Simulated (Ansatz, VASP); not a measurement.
**BF: VASP beside Ansatz**

```
B F
1.0
     2.79882    0.00000    0.00000
     0.00000    2.79882    0.00000
     0.00000    0.00000    2.79882
B F
1 1
Direct
  0.50000 0.50000 0.50000
  0.00000 0.00000 0.00000
```

Alike in both runs: task relaxation of cell and atoms; functional PBE; k mesh 7 × 7 × 7; occupations gaussian, width 0.2 eV; no spin polarisation.

```csv
,VASP,Ansatz
version,VASP 6.6.1,Ansatz 0.2.0
potentials or method,"VASP PAW PBE potentials, release 64 (B, F), cutoff 600 eV","scalar-relativistic, plane waves, PAW"
valence electrons in the cell,10,10
```

```tsv
	VASP	Ansatz	Ansatz less VASP
gap on the k mesh at the Fermi level, each at its own relaxed structure (eV)	1.36	1.36	+0.002
relaxed volume (Å³/atom)	10.96	10.96	0.000
relaxed cell length with the largest relative difference (Å)	2.799	2.799	0.0000
```

Noted on VASP's run: the relaxation stopped at its first step, so nothing moved.
